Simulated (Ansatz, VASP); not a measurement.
# Two plane-wave programs on TiB

Contents of POSCAR:

```
TiB
1.0
    2.4767207279      2.4767207279      0.0000000000
   -2.4767207279      2.4767207279      0.0000000000
    0.0000000000      0.0000000000      4.9534414559
Ti B
2 2
Direct
    0.5000000000      0.0000000000      0.2500000000
    0.0000000000      0.5000000000      0.7500000000
    0.0000000000      0.0000000000      0.0000000000
    0.5000000000      0.5000000000      0.5000000000
```

File INCAR.step1:

```
SYSTEM = TiB
ALGO = Normal
EDIFF = 1E-4
ENCUT = 520
GGA = PE
ISMEAR = 0
LASPH = .TRUE.
LCHARG = .FALSE.
LREAL = .FALSE.
LWAVE = .TRUE.
NBANDS = 23
NELM = 100
PREC = Accurate
SIGMA = 0.1
```

Contents of INCAR.step2:

```
SYSTEM = TiB
ALGO = Normal
EDIFF = 1E-6
ENCUT = 520
ISIF = 2
ISMEAR = 0
ISTART = 1
LASPH = .TRUE.
LCHARG = .FALSE.
LMIXTAU = .TRUE.
LREAL = .FALSE.
LWAVE = .FALSE.
METAGGA = R2SCAN
NBANDS = 23
NELM = 100
PREC = Accurate
SIGMA = 0.1
```

File KPOINTS:

```
k-points
0
G
  16 16 10
  0 0 0
```

Input for Ansatz:

```yaml
crystal:
  lattice:
    - [2.4767207279, 2.4767207279, 0.0]
    - [-2.4767207279, 2.4767207279, 0.0]
    - [0.0, 0.0, 4.9534414559]
  atoms:
    - { symbol: Ti, position: [0.5, 0.0, 0.25] }
    - { symbol: Ti, position: [0.0, 0.5, 0.75] }
    - { symbol: B, position: [0.0, 0.0, 0.0] }
    - { symbol: B, position: [0.5, 0.5, 0.5] }
basis:
  ecutwfc: 500
kpoints:
  mp_grid: { grid: [16, 16, 10] }
hamiltonian:
  xc: r2scan
scf:
  occupations: { method: gaussian, width: 0.1 }
output:
  forces: true
  stress: true
  eigenvalues: true
  write_density: true
  write_potential: true
  elf: true
  volumetric_format: npy
```

Alike in both runs: task single point; functional r2SCAN; k mesh 16 × 16 × 10; occupations gaussian, width 0.1 eV; no spin polarisation.

```csv
,VASP,Ansatz
version,VASP 6.6.1,Ansatz 0.2.0
potentials or method,"VASP PAW PBE potentials, release 64 (Ti_sv, B), cutoff 520 eV","scalar-relativistic, plane waves, PAW"
valence electrons in the cell,30,30
```

```tsv
	VASP	Ansatz	Ansatz less VASP
gap on the k mesh at the Fermi level (eV)	none	none	-
pressure (GPa)	0.2	0.0	-0.24
```

VASP's potentials were made for PBE, not for r2SCAN. A gap of «none» marks a metal or a gap that the smearing closes.
